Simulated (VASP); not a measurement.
Set up this calculation in VASP 6.6.1, as the native input.

```yaml
Task: single point
Functional: PBEsol
Potentials_or_basis: VASP PAW PBE potentials, release 64 (V_sv, H)
Cutoff: 520 eV
k_mesh: 8 × 8 × 8
Occupations: fermi-dirac, width 0.1 eV
Spin: collinear spin, ferromagnetic start
Starting_moments: "[1.0, 0.0, 0.0] μB"
Dipole_correction: no
Further_INCAR_settings: ALGO = Normal; EDIFF = 1e-06; NBANDS = 18
```

The structure of VH2 lies in POSCAR:

```
VH2
1.0
    0.0000000000      2.1355000000      2.1355000000
    2.1355000000      0.0000000000      2.1355000000
    2.1355000000      2.1355000000      0.0000000000
V H
1 2
Direct
    0.0000000000      0.0000000000      0.0000000000
    0.2500000000      0.2500000000      0.2500000000
    0.7500000000      0.7500000000      0.7500000000
```

These files were run (other wordings do the same):

INCAR

```
SYSTEM = VH2
PREC     = Accurate       ! precision mode
ENCUT    = 520            ! plane-wave cutoff, eV
EDIFF    = 1E-6           ! SCF threshold, eV
ISMEAR   = -1             ! smearing method
SIGMA    = 0.1            ! smearing width, eV
LREAL    = .False.        ! projectors in reciprocal space
LASPH    = .True.         ! aspherical terms in the spheres
NELM     = 150            ! most SCF steps
ALGO     = Normal         ! electronic algorithm
ISIF     = 2              ! what is computed and relaxed
LWAVE    = .False.        ! write WAVECAR
LCHARG   = .False.        ! write CHGCAR
ISPIN    = 2              ! spin polarisation
MAGMOM   = 1 0 0          ! initial moments
LORBIT   = 11             ! projections on sites
LMAXMIX  = 4              ! l up to which the mixer works
GGA      = PS             ! functional
NBANDS   = 18             ! bands
```

KPOINTS

```
Automatic mesh
0
Gamma
  8 8 8
  0 0 0
```

Potentials or basis: VASP PAW PBE potentials, release 64 (V_sv, H).

The run is started by

```sh
$ cat potpaw_PBE.64/V_sv/POTCAR potpaw_PBE.64/H/POTCAR > POTCAR
$ mpirun -np 1 vasp_std > vasp.out
```

It gave:

The pressure is -11.9 GPa. The net moment is 0.00 μB per cell and the valence electrons inside the program's atomic spheres are V 11.59; H 0.59.

Caveat: the PAW data sets were made with another functional, which shifts forces and pressure a little.

It took 38 s on 1 thread of AMD EPYC 7R13 Processor (Zen 3), on a shared host, peak memory 0.12 GiB.
